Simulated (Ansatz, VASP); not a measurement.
# One calculation of Te2Mo, two programs

```
Te Mo
1.0
     3.49406    0.00000    0.00000
    -1.74703    3.02594    0.00000
     0.00000    0.00000   13.99938
Te Mo
4 2
Direct
  0.33333 0.66667 0.62104
  0.66667 0.33333 0.12104
  0.33333 0.66667 0.87896
  0.66667 0.33333 0.37896
  0.33333 0.66667 0.25000
  0.66667 0.33333 0.75000
```

Alike in both runs: task single point; functional PBEsol; k mesh 6 × 6 × 2; no spin polarisation.

|  | VASP | Ansatz |
| --- | --- | --- |
| version | VASP 6.6.1 | Ansatz 0.2.0 |
| potentials or method | VASP PAW PBE potentials, release 64 (Te, Mo_sv) | PAW with Ansatz's default frozen-core files, scalar-relativistic |
| plane-wave cutoff (eV) | 520 | 420 |
| occupations | gaussian, width 0.01 eV | fixed |
| valence electrons in the cell | 52 | 92 |

VASP gave:

| Item | Value |
| --- | --- |
| gap on the k mesh at the Fermi level (eV) | 0.84 |
| pressure (GPa) | 0.1 |
| traceless stress, the component that is largest in VASP (GPa) | 0.06 |
| rms of the force components (eV/Å) | 0.015 |

Question: Which values does Ansatz return?

Answer: gap on the k mesh at the Fermi level (eV): 0.84; pressure (GPa): 0.0; traceless stress, the component that is largest in VASP (GPa): -0.01; rms of the force components (eV/Å): 0.001.

VASP's potentials were made for PBE, not for PBEsol. Atom by atom the forces differ by 0.014 eV/Å (rms over components). VASP's potentials hold 52 valence electrons a cell and Ansatz's 92, so a difference there can come from the potentials and not from the codes.

Neither program's run includes spin-orbit coupling.
